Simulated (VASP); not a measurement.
Write the native input for VASP 6.6.1 that does the following.

| Quantity | Value |
| --- | --- |
| Task | single point |
| Functional | B3LYP5 |
| Potentials or basis | VASP PAW PBE potentials, release 64 (Co) |
| Cutoff | 520 eV |
| k mesh | 6 × 6 × 4 |
| Occupations | fermi-dirac, width 0.05 eV |
| Spin | collinear spin, ferromagnetic start |
| Starting moments | [2.0, 2.0] μB |
| Dipole correction | no |
| Grid for exact exchange (PRECFOCK) | Normal |
| Further INCAR settings | ALGO = Normal; EDIFF = 1e-06; NBANDS = 20 |
| Share of exact exchange | 0.2 |

Crystal: Co.

```
CELL_PARAMETERS angstrom
2.45541 0.00000 0.00000
-1.22770 2.12645 0.00000
0.00000 0.00000 3.99416
ATOMIC_POSITIONS crystal
Co 0.66667 0.33333 0.75000
Co 0.33333 0.66667 0.25000
```

The input as run:

POSCAR

```
Co
1.0
    2.4554087999      0.0000000000      0.0000000000
   -1.2277044000      2.1264463974      0.0000000000
    0.0000000000      0.0000000000      3.9941557227
Co
2
Direct
    0.6666666667      0.3333333333      0.7500000000
    0.3333333333      0.6666666667      0.2500000000
```

INCAR.step1

```
PREC = Accurate
ENCUT = 520
EDIFF = 1E-5
ISMEAR = -1
SIGMA = 0.05
LREAL = False
LASPH = True
NELM = 150
ALGO = Normal
ISIF = 2
LWAVE = True
LCHARG = False
ISPIN = 2
MAGMOM = 2 2
LORBIT = 11
LMAXMIX = 4
GGA = PE
NBANDS = 20
```

INCAR.step2

```
PREC = Accurate
ENCUT = 520
EDIFF = 1E-6
ISMEAR = -1
SIGMA = 0.05
LREAL = False
LASPH = True
NELM = 150
ALGO = Normal
ISIF = 2
LWAVE = False
LCHARG = False
ISPIN = 2
MAGMOM = 2 2
LORBIT = 11
LMAXMIX = 4
GGA = B5
LHFCALC = True
AEXX = 0.2
AGGAX = 0.72
AGGAC = 0.81
ALDAC = 0.19
PRECFOCK = Normal
ISTART = 1
NBANDS = 20
```

KPOINTS

```
regular mesh
0
Gamma
  6 6 4
```

Potentials or basis: VASP PAW PBE potentials, release 64 (Co).

Launch:

```console
$ cat potpaw_PBE.64/Co/POTCAR > POTCAR
$ cp INCAR.step1 INCAR
$ mpirun -np 1 vasp_std > vasp.out
$ cp INCAR.step2 INCAR
$ mpirun -np 1 vasp_std > vasp.out
```

Results of the run:

```
Pressure                                              : 11.6 GPa
Net moment                                            : 3.35 μB per cell
Site moments                                          : Co +1.71 μB
Valence electrons inside the program's atomic spheres : Co 8.41
```

Caveat: the k points lie up to 0.49 Å⁻¹ apart; the PAW data sets were made with another functional, which shifts forces and pressure a little.

Run time: 2 h on 1 thread of Oxide Virtual Turin-like Processor, with other jobs on the host, peak memory 0.12 GiB.
